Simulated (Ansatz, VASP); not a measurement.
# Si in VASP and in Ansatz

```
CELL_PARAMETERS angstrom
3.69723 0.00000 0.00000
-1.84861 3.20189 0.00000
0.00000 0.00000 5.85582
ATOMIC_POSITIONS crystal
Si 0.33333 0.66667 0.06293
Si 0.66667 0.33333 0.56293
Si 0.33333 0.66667 0.43707
Si 0.66667 0.33333 0.93707
```

Change from the starting cell: strain -0.040 along x and y, -0.080 along z, atoms carried along.

Alike in both runs: task single point; functional PBE; k mesh 12 × 12 × 6; occupations gaussian, width 0.05 eV; no spin polarisation.

|  | VASP | Ansatz |
| --- | --- | --- |
| version | VASP 6.6.1 | Ansatz 0.2.0 |
| potentials or method | VASP PAW PBE potentials, release 64 (Si), cutoff 500 eV | scalar-relativistic, plane waves, PAW |
| valence electrons in the cell | 16 | 16 |

Ansatz gave:

```
gap on the k mesh at the Fermi level (eV)                     : none
pressure (GPa)                                                : 21.1
traceless stress, the component that is largest in VASP (GPa) : 10.23
rms of the force components (eV/Å)                            : 0.477
```

Which values does VASP return?

gap on the k mesh at the Fermi level (eV): none; pressure (GPa): 21.0; traceless stress, the component that is largest in VASP (GPa): 10.24; rms of the force components (eV/Å): 0.475.

Atom by atom the forces differ by 0.002 eV/Å (rms over components). A gap of «none» marks a metal or a gap that the smearing closes.
